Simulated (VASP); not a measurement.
Au, 1 atom in the cell. Symmetry: Fm-3m, No. 225, cubic system. The conventional cell has a = 4.070 Å, b = 4.070 Å, c = 4.070 Å, α = 90.00°, β = 90.00°, γ = 90.00°. Au (site symmetry m-3m) has 12 Au at 2.88 Å within 3.8 Å. 

| Item | Value |
| --- | --- |
| Program | VASP 6.6.1 |
| Task | single point |
| Functional | r2SCAN |
| Potentials or basis | VASP PAW PBE potentials, release 64 (Au) |
| Cutoff | 550 eV |
| k mesh | 11 × 11 × 11 |
| Occupations | tetrahedron |
| Spin | no spin polarisation |
| Hubbard terms | Au d U = 4.5 eV |
| Dipole correction | no |
| Further INCAR settings | ALGO = Normal; EDIFF = 1e-06; NBANDS = 12 |

Potentials or basis: VASP PAW PBE potentials, release 64 (Au).

Run with:

```bash
$ cat potpaw_PBE.64/Au/POTCAR > POTCAR
$ cp INCAR.step1 INCAR
$ mpirun -np 1 vasp_std > vasp.out
$ cp INCAR.step2 INCAR
$ mpirun -np 1 vasp_std > vasp.out
```

Hardware: 1 thread of AMD EPYC 7R43 64-Core Processor (Zen 3) (shared host).

How long does it take, and how much memory?

It took 49 s on 1 thread of AMD EPYC 7R43 64-Core Processor (Zen 3), on a shared host, peak memory 0.12 GiB. Counts: k points 56.
